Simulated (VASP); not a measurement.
The system is B.

```xyz
1
Lattice="1.7657 0.0000 0.0000 0.0000 2.0905 0.0000 -0.7063 0.0000 1.9213" Properties=species:S:1:pos:R:3 pbc="T T T"
B    -0.3531    1.0452    0.9607
```

The cell was generated, and may not be a known phase.

- Program: VASP 6.6.1
- Task: relaxation of cell and atoms
- Functional: PBE
- Potentials or basis: VASP PAW PBE potentials, release 64 (B)
- Cutoff: 600 eV
- k mesh: 10 × 8 × 8
- Occupations: gaussian, width 0.1 eV
- Spin: no spin polarisation

At the start: pressure -16.5 GPa; volume 7.09 Å³/atom.

**Question.** Where does the relaxation end?

**Answer.** Over 48 steps the energy falls by 310.8 meV/atom and the volume is 9.03 Å³/atom (+27.3 %); space group P2/m (No. 10, to 0.1 Å) before, Cmmm (No. 65, to 0.1 Å).

The path:
| step | energy change (eV) | largest force (eV/Å) | pressure (GPa) | volume (Å³) |
| --- | --- | --- | --- | --- |
| 1 | 0.0000 | 0.0000 | -16.50 | 7.09 |
| 3 | -0.0879 | 0.0000 | 8.60 | 6.51 |
| 5 | -0.1165 | 0.0000 | 6.28 | 6.68 |
| 7 | -0.1344 | 0.0000 | -2.06 | 6.88 |
| 9 | -0.1417 | 0.0000 | -0.78 | 6.80 |
| 11 | -0.1451 | 0.0000 | 3.72 | 6.63 |
| 13 | -0.1511 | 0.0000 | 3.77 | 6.68 |
| 15 | -0.1540 | 0.0000 | 3.88 | 6.73 |
| 17 | -0.1653 | 0.0000 | -0.78 | 7.17 |
| 19 | -0.1845 | 0.0000 | -4.44 | 7.92 |
| 21 | -0.2010 | 0.0000 | 3.11 | 8.09 |
| 23 | -0.2015 | 0.0000 | 4.65 | 8.12 |
| 25 | -0.2070 | 0.0000 | 7.47 | 8.28 |
| 27 | -0.2290 | 0.0000 | 3.05 | 8.52 |
| 29 | -0.2624 | 0.0000 | -11.68 | 9.61 |
| 31 | -0.2796 | 0.0000 | -7.57 | 9.43 |
| 33 | -0.3017 | 0.0000 | -4.46 | 9.58 |
| 35 | -0.3028 | 0.0000 | -3.15 | 9.60 |
| 37 | -0.3074 | 0.0000 | -0.98 | 9.42 |
| 39 | -0.3075 | 0.0000 | -0.75 | 9.39 |
| 41 | -0.3095 | 0.0000 | -1.04 | 9.22 |
| 43 | -0.3096 | 0.0000 | -1.08 | 9.19 |
| 45 | -0.3101 | 0.0000 | -0.62 | 9.09 |
| 47 | -0.3106 | 0.0000 | -0.06 | 9.04 |
| 48 | -0.3108 | 0.0000 | 0.12 | 9.03 |

Final structure:
```
B
1.0
     1.63431    0.00000   -0.07854
     0.00000    3.34421    0.00000
    -0.74101    0.00000    1.68766
B
1
Cartesian
  1.2638 1.6721 0.7653
```

Caveat: the k points lie up to 0.48 Å⁻¹ apart in the final cell, too coarse for converged energies and pressures of a metal; the volume moved by over 15 % at a fixed basis, so the end points are rough.
